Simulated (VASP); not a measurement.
Wanted: the native input for a VASP 6.6.1 run.

| Property | Result |
| --- | --- |
| Task | single point |
| Functional | PBEsol |
| Potentials or basis | VASP PAW PBE potentials, release 64 (Sc_sv) |
| Cutoff | 520 eV |
| k mesh | 18 × 18 × 10 |
| Occupations | gaussian, width 0.15 eV |
| Spin | no spin polarisation |
| Dipole correction | no |
| Further INCAR settings | ALGO = Fast; EDIFF = 1e-07; NBANDS = 18 |

The structure of Sc lies in POSCAR:

```
Sc
1.0
    3.4411498132      0.0000000000      0.0000000000
   -1.7205749066      2.7508829136      0.0000000000
    0.0000000000      0.0000000000      5.2680000000
Sc
2
Direct
    0.3333333333      0.6666666667      0.2500000000
    0.6666666667      0.3333333333      0.7500000000
```

This cell differs from its parent crystal: strain +0.0400 x Voigt [1, -1, 0, 0, 0, 0].

The input as run:

INCAR

```
  PREC = Accurate
  ENCUT = 520
  EDIFF = 1E-7
  ISMEAR = 0
  SIGMA = 0.15
  LREAL = False
  LASPH = True
  NELM = 80
  ALGO = Fast
  ISIF = 2
  LWAVE = False
  LCHARG = False
  GGA = PS
  NBANDS = 18
```

KPOINTS

```
regular mesh
0
Gamma
  18 18 10
```

Potentials or basis: VASP PAW PBE potentials, release 64 (Sc_sv).

Launch:

```sh
$ cat potpaw_PBE.64/Sc_sv/POTCAR > POTCAR
$ mpirun -np 1 vasp_std > vasp.out
```

It gave:

- Pressure: -2.6 GPa
- Largest force: 0.116 eV/Å
- Band gap on the k mesh: zero (bands 11 and 12 overlap by 1.27 eV)

Caveat: the cell differs from its parent crystal (strain +0.0400 x Voigt [1, -1, 0, 0, 0, 0]); the stress differs along the axes, from -5 to 1 GPa; the PAW data sets were made with another functional, which shifts forces and pressure a little.

It took 6.4 min on 1 thread of Intel(R) Xeon(R) 6975P-C (Granite Rapids) (shared host), peak memory 0.48 GiB.
